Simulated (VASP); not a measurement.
# Ag in VASP: single point with PBE

Aim: the single point of Ag with PBE.

All numbers are computed with VASP 6.6.1; they aren't measurements. Logs are shortened: lines on timing, memory, paths and dates and some standing lists are left out, and cuts for length are marked.

### Step 1. The cell of the first run

The cell holds a wire or tube with vacuum around it, 16 atoms: a = 19.300 Å, b = 19.700 Å, c = 2.852 Å, α = 90.00°, β = 90.00°, γ = 90.00°.

### Step 2. Single point, PBE

File INCAR:

```
ALGO     = Fast           # electronic algorithm
EDIFF    = 1E-7           # SCF threshold, eV
ENCUT    = 520            # plane-wave cutoff, eV
GGA      = PE             # functional
ISIF     = 2              # what is computed and relaxed
ISMEAR   = 0              # smearing method
LASPH    = True           # aspherical terms in the spheres
LCHARG   = False          # write CHGCAR
LREAL    = Auto         
LWAVE    = False          # write WAVECAR
NBANDS   = 102            # bands
NELM     = 100            # most SCF steps
PREC     = Accurate       # precision mode
SIGMA    = 0.05           # smearing width, eV
```

File KPOINTS:

```
k-points
0
Gamma
  1 1 18
```

File POSCAR:

```
Ag
1.0
   19.3000000000      0.0000000000      0.0000000000
    0.0000000000     19.7000000000      0.0000000000
    0.0000000000      0.0000000000      2.8522151424
Ag
16
Direct
    0.2438189034      0.5514120772      1.0000000000
    0.5392057194      0.7633316549      0.0000000000
    0.5372629011      0.5530306677      0.0000000000
    0.5405933179      0.3336190423      0.0000000000
    0.4594066821      0.6663809577      0.5000000000
    0.4627370989      0.4469693323      0.5000000000
    0.4607942806      0.2366683451      0.5000000000
    0.7561810966      0.4485879228      0.5000000000
    0.3120969645      0.6591323164      0.5000000000
    0.3144049665      0.4446341785      0.5000000000
    0.6124395774      0.6596216305      0.5000000000
    0.6096386423      0.4433471195      0.5000000000
    0.3903613577      0.5566528805      1.0000000000
    0.3875604226      0.3403783695      1.0000000000
    0.6855950335      0.5553658215      0.0000000000
    0.6879030355      0.3408676836      0.0000000000
```

Potentials or basis: VASP PAW PBE potentials, release 64 (Ag).

On the command line:

```console
cat potpaw_PBE.64/Ag/POTCAR > POTCAR
mpirun -np 1 vasp_std > vasp.out
```

OUTCAR:

```text
EDIFF = 1E-7
   ENCUT = 520
   GGA = PE
   ISIF = 2
   ISMEAR = 0
   LASPH = True
   LREAL = Auto
   NELM = 100
   PREC = Accurate

 ion  position               nearest neighbor table
   1  0.244  0.551  0.000-  13 2.83   9 2.88   9 2.88  10 2.88  10 2.88
   2  0.539  0.763  0.000-   5 2.84   5 2.84  11 2.86  11 2.86
   3  0.537  0.553  0.000-  13 2.84  15 2.86   6 2.91   6 2.91  11 2.92  11 2.92  12 2.94  12 2.94
                             5 3.05   5 3.05
   4  0.541  0.334  0.000-   7 2.84   7 2.84  16 2.85  12 2.91  12 2.91  14 2.96   6 3.05   6 3.05

   5  0.459  0.666  0.500-   2 2.84   2 2.84   9 2.85  13 2.91  13 2.91  11 2.96   3 3.05   3 3.05

   6  0.463  0.447  0.500-  12 2.84  10 2.86   3 2.91   3 2.91  14 2.92  14 2.92  13 2.94  13 2.94
                             4 3.05   4 3.05
   7  0.461  0.237  0.500-   4 2.84   4 2.84  14 2.86  14 2.86
   8  0.756  0.449  0.500-  12 2.83  16 2.88  16 2.88  15 2.88  15 2.88
   9  0.312  0.659  0.500-   5 2.85   1 2.88   1 2.88  13 2.90  13 2.90
  10  0.314  0.445  0.500-   6 2.86  14 2.87  14 2.87   1 2.88   1 2.88  13 3.01  13 3.01
  11  0.612  0.660  0.500-   2 2.86   2 2.86  15 2.87  15 2.87   3 2.92   3 2.92   5 2.96
  12  0.610  0.443  0.500-   8 2.83   6 2.84  16 2.90  16 2.90   4 2.91   4 2.91   3 2.94   3 2.94
                            15 3.01  15 3.01
  13  0.390  0.557  0.000-   1 2.83   3 2.84   9 2.90   9 2.90   5 2.91   5 2.91   6 2.94   6 2.94
                            10 3.01  10 3.01
  14  0.388  0.340  0.000-   7 2.86   7 2.86  10 2.87  10 2.87   6 2.92   6 2.92   4 2.96
  15  0.686  0.555  0.000-   3 2.86  11 2.87  11 2.87   8 2.88   8 2.88  12 3.01  12 3.01
  16  0.688  0.341  0.000-   4 2.85   8 2.88   8 2.88  12 2.90  12 2.90

  LATTYP: Found a simple orthorhombic cell.
 ALAT       =     2.8522151424
 B/A-ratio  =     6.7666704777
 C/A-ratio  =     6.9069123528

  Lattice vectors:

 A1 = (   0.0000000000,   0.0000000000,   2.8522151424)
 A2 = (  19.3000000000,   0.0000000000,   0.0000000000)
 A3 = (   0.0000000000,  19.7000000000,   0.0000000000)

Analysis of symmetry for initial positions (statically):
=====================================================================
 Subroutine PRICEL returns:
 Original cell was already a primitive cell.

 Routine SETGRP: Setting up the symmetry group for a
 simple orthorhombic supercell.

 Subroutine GETGRP returns: Found  4 space group operations
 (whereof  2 operations were pure point group operations)
 out of a pool of  8 trial point group operations.

The static configuration has the point symmetry C_1h.
 The point group associated with its full space group is C_2h.

Analysis of symmetry for dynamics (positions and initial velocities):
=====================================================================
 Subroutine PRICEL returns:
 Original cell was already a primitive cell.

 Routine SETGRP: Setting up the symmetry group for a
 simple orthorhombic supercell.

 Subroutine GETGRP returns: Found  4 space group operations
 (whereof  2 operations were pure point group operations)
 out of a pool of  8 trial point group operations.

The dynamic configuration has the point symmetry C_1h.
 The point group associated with its full space group is C_2h.

 Subroutine INISYM returns: Found  4 space group operations
 (whereof  2 operations are pure point group operations),
 and found     1 'primitive' translations

----------------------------------------------------------------------------------------

                                     Primitive cell

  volume of cell :    1084.4407

  direct lattice vectors                    reciprocal lattice vectors
    19.300000000  0.000000000  0.000000000     0.051813472  0.000000000  0.000000000
     0.000000000 19.700000000  0.000000000     0.000000000  0.050761421  0.000000000
     0.000000000  0.000000000  2.852215142     0.000000000  0.000000000  0.350604688

  length of vectors
    19.300000000 19.700000000  2.852215142     0.051813472  0.050761421  0.350604688

  position of ions in fractional coordinates (direct lattice)
     0.243818903  0.551412077  0.000000000
     0.539205719  0.763331655  0.000000000
     0.537262901  0.553030668  0.000000000
     0.540593318  0.333619042  0.000000000
     0.459406682  0.666380958  0.500000000
     0.462737099  0.446969332  0.500000000
[... 8 lines left out ...]
     0.685595034  0.555365821  0.000000000
     0.687903035  0.340867684  0.000000000

  ion indices of the primitive-cell ions
   primitive index   ion index
                 1           1
                 2           2
                 3           3
                 4           4
                 5           5
                 6           6
[... 8 lines left out ...]
                15          15
                16          16

----------------------------------------------------------------------------------------

 KPOINTS: k-points

Automatic generation of k-mesh.
 Grid dimensions read from file:
 generate k-points for:    1    1   18

 Generating k-lattice:

  Cartesian coordinates                     Fractional coordinates (reciprocal lattice)
     0.051813472  0.000000000  0.000000000     1.000000000  0.000000000  0.000000000
     0.000000000  0.050761421  0.000000000     0.000000000  1.000000000  0.000000000
     0.000000000  0.000000000  0.019478038     0.000000000  0.000000000  0.055555556

  Length of vectors
     0.051813472  0.050761421  0.019478038

  Shift w.r.t. Gamma in fractional coordinates (k-lattice)
     0.000000000  0.000000000  0.000000000

 Subroutine IBZKPT returns following result:
 ===========================================

 Found     10 irreducible k-points:

 Following reciprocal coordinates:
            Coordinates               Weight
  0.000000  0.000000  0.000000      1.000000
  0.000000  0.000000  0.055556      2.000000
  0.000000  0.000000  0.111111      2.000000
  0.000000  0.000000  0.166667      2.000000
  0.000000  0.000000  0.222222      2.000000
  0.000000  0.000000  0.277778      2.000000
  0.000000  0.000000  0.333333      2.000000
  0.000000  0.000000  0.388889      2.000000
  0.000000  0.000000  0.444444      2.000000
  0.000000  0.000000  0.500000      1.000000
   k-points           NKPTS =     10   k-points in BZ     NKDIM =     10   number of bands    NBANDS=    102
   number of dos      NEDOS =    301   number of ions     NIONS =     16
   total plane-waves  NPLWV = 518400
   dimension x,y,z NGX =   144 NGY =  150 NGZ =   24
   dimension x,y,z NGXF=   288 NGYF=  300 NGZF=   48
   ions per type =              16
   NGX,Y,Z   is equivalent  to a cutoff of  12.40, 12.66, 13.99 a.u.
   NGXF,Y,Z  is equivalent  to a cutoff of  24.81, 25.32, 27.98 a.u.
 SYSTEM =  unknown system
   PREC   = accura    normal or accurate (medium, high low for compatibility)
   ISTART =      0    job   : 0-new  1-cont  2-samecut
   ICHARG =      2    charge: 1-file 2-atom 10-const
   ISPIN  =      1    spin polarized calculation?
   LNONCOLLINEAR =      F non collinear calculations
   LSORBIT =      F    spin-orbit coupling
   LASPH  =      T    aspherical Exc in radial PAW
   ENCUT  =  520.0 eV  38.22 Ry    6.18 a.u.  35.89 36.63  5.30*2*pi/ulx,y,z
   NELM   =    100;   NELMIN=  2; NELMDL= -5     # of ELM steps
   EDIFF  = 0.1E-06   stopping-criterion for ELM
   LREAL  =      T    real-space projection
   EDIFFG = 0.1E-05   stopping-criterion for IOM
   NSW    =      0    number of steps for IOM
   IBRION =     -1    ionic relax: 0-MD 1-quasi-New 2-CG
   NFREE  =      0    steps in history (QN), initial steepest desc. (CG)
   ISIF   =      2    stress and relaxation
   ISYM   =      2    0-nonsym 1-usesym 2-fastsym
   POTIM  = 0.5000    time-step for ionic-motion
   TEBEG  =    0.0;   TEEND  =   0.0 temperature during run
   PSTRESS=    0.0 pullay stress
   NELECT =     176.0000    total number of electrons
   NUPDOWN=      -1.0000    fix difference up-down
   EMIN   =  10.00;   EMAX   =-10.00  energy-range for DOS
   EFERMI =   0.00;   METHOD = LEGACY
   ISMEAR =     0;   SIGMA  =   0.05  broadening in eV -4-tet -1-fermi 0-gaus
   EFERMI_NEDOS =   21; number of points for ismear=-14 and -15
   IALGO  =     68    algorithm
   IMIX   =      4    mixing-type and parameters
     AMIX     =   0.40;   BMIX     =  1.00
     AMIX_MAG =   1.60;   BMIX_MAG =  1.00
  volume/ion in A,a.u.               =      67.78       457.39
  Fermi-wavevector in a.u.,A,eV,Ry     =   0.892984  1.687495 10.849569  0.797421
  Thomas-Fermi vector in A             =   2.015003
   LORBIT       =      0    0 simple, 1 ext, 2 COOP (PROOUT), +10 PAW based schemes
   GGA     = PE    functional components
   LHFCALC =     F    Hartree Fock is set to
   AEXX    =    0.0000 exact exchange contribution
   IVDW    =     0    specifies the selected vdW correction
   LEPSILON=     F    determine dielectric tensor
   LRPA    =     F    only Hartree local field effects (RPA)
 non-spin polarized calculation
 RMM-DIIS sequential band-by-band and
 Gauss-broadening in eV      SIGMA  =   0.05
  energy-cutoff  :      520.00
  volume of cell :     1084.44
 maximum number of plane-waves:     29329
 NGX is ok and might be reduce to   144
   NGX = 71   NGY = 73   NGZ = 11

 number of electron     176.0000016 magnetization

 Free energy of the ion-electron system (eV)
  ---------------------------------------------------
  ext. energy  EPLUGINS =         0.00000000
  ---------------------------------------------------
  free energy    TOTEN  =       -37.90326286 eV

  energy without entropy =      -37.89694409  energy(sigma->0) =      -37.90010347

 E-fermi :  -1.0159     XC(G=0):  -4.0509

 val. band max:       -1.0365762358   @ k =   0.0000   0.0000   0.5000
 cond. band min:      -0.9770696593   @ k =   0.0000   0.0000   0.1667
 fundamental gap:      0.0595065765
 Fermi energy:        -1.0158732548

 k-point     1 :       0.0000    0.0000    0.0000
  band No.  band energies     occupation
      1      -7.9582      2.00000
      2      -7.2864      2.00000
      3      -7.1077      2.00000
      4      -7.0678      2.00000
      5      -7.0370      2.00000
      6      -6.9734      2.00000
[... 1019 lines left out ...]
     99       3.2104      0.00000
    100       3.2104      0.00000
 [bands above 100 left out]

------------------------ aborting loop because EDIFF is reached ----------------------------------------

  FORCE on cell =-STRESS in cart. coord.  units (eV):
  Direction    XX          YY          ZZ          XY          YZ          ZX
  --------------------------------------------------------------------------------------
  -------------------------------------------------------------------------------------
  Total       -0.2263888     -0.2725751     -0.3084129      0.0359494      0.0000000      0.0000000
  in kB       -0.3344720     -0.4027086     -0.4556562      0.0531125      0.0000000      0.0000000
  external PRESSURE =      -0.3976123 kB  Pullay stress =       0.0000000 kB

 VOLUME and BASIS-vectors are now :
 -----------------------------------------------------------------------------
  energy-cutoff  :      520.00
  volume of cell :     1084.44
      direct lattice vectors                 reciprocal lattice vectors
    19.300000000  0.000000000  0.000000000     0.051813472  0.000000000  0.000000000
     0.000000000 19.700000000  0.000000000     0.000000000  0.050761421  0.000000000
     0.000000000  0.000000000  2.852215142     0.000000000  0.000000000  0.350604688

 POSITION                                       TOTAL-FORCE (eV/Angst)
 -----------------------------------------------------------------------------------
      4.70570     10.86282      0.00000         0.006213      0.001945      0.000000
     10.40667     15.03763      0.00000         0.000514     -0.004790      0.000000
     10.36917     10.89470      0.00000        -0.003516      0.000073      0.000000
     10.43345      6.57230      0.00000         0.002748     -0.003065      0.000000
      8.86655     13.12770      1.42611        -0.002748      0.003065      0.000000
      8.93083      8.80530      1.42611         0.003516     -0.000073      0.000000
[... 8 lines left out ...]
     13.23198     10.94071      0.00000        -0.005146     -0.002124      0.000000
     13.27653      6.71509      0.00000        -0.002468      0.007078      0.000000
 -----------------------------------------------------------------------------------
    total drift:                                0.000000      0.000000      0.000000

  FREE ENERGIE OF THE ION-ELECTRON SYSTEM (eV)
  ---------------------------------------------------
  free  energy   TOTEN  =       -37.9032628578 eV

  energy  without entropy=      -37.8969440895  energy(sigma->0) =      -37.90010347
```

It took 65 min on 1 thread of Oxide Virtual Turin-like, shared host; peak memory 1.4 GiB.

Results:

- Free energy: -37.9033 eV
- Largest force: 0.007 eV/Å
- Band gap on the k mesh: zero (bands 88 and 89 overlap by 2.81 eV)

Forces on the atoms (eV/Å):
```
Ag   0.006  0.002  0.000
Ag   0.001 -0.005  0.000
Ag  -0.004  0.000  0.000
Ag   0.003 -0.003  0.000
Ag  -0.003  0.003  0.000
Ag   0.004  0.000  0.000
Ag  -0.001  0.005  0.000
Ag  -0.006 -0.002  0.000
Ag   0.002 -0.007  0.000
Ag   0.005  0.002  0.000
Ag  -0.002  0.000  0.000
Ag   0.003  0.002  0.000
Ag  -0.003 -0.002  0.000
Ag   0.002  0.000  0.000
Ag  -0.005 -0.002  0.000
Ag  -0.002  0.007  0.000
```

Levels at points of the mesh, in eV from the Fermi level:
| k point | band 84 | band 85 | band 86 | band 87 | band 88 | band 89 | band 90 | band 91 | band 92 | band 93 |
| --- | --- | --- | --- | --- | --- | --- | --- | --- | --- | --- |
| (0.00, 0.00, 0.00) | -2.78 | -2.78 | -2.75 | -2.54 | -1.86 | -1.31 | -0.85 | -0.65 | -0.30 | 0.14 |
| (0.00, 0.00, 0.50) | 0.44 | 0.75 | 0.75 | 1.31 | 1.31 | 1.67 | 1.67 | 2.04 | 2.04 | 2.55 |

The gap in the log of VASP goes by the Fermi energy; the results here count the filled bands.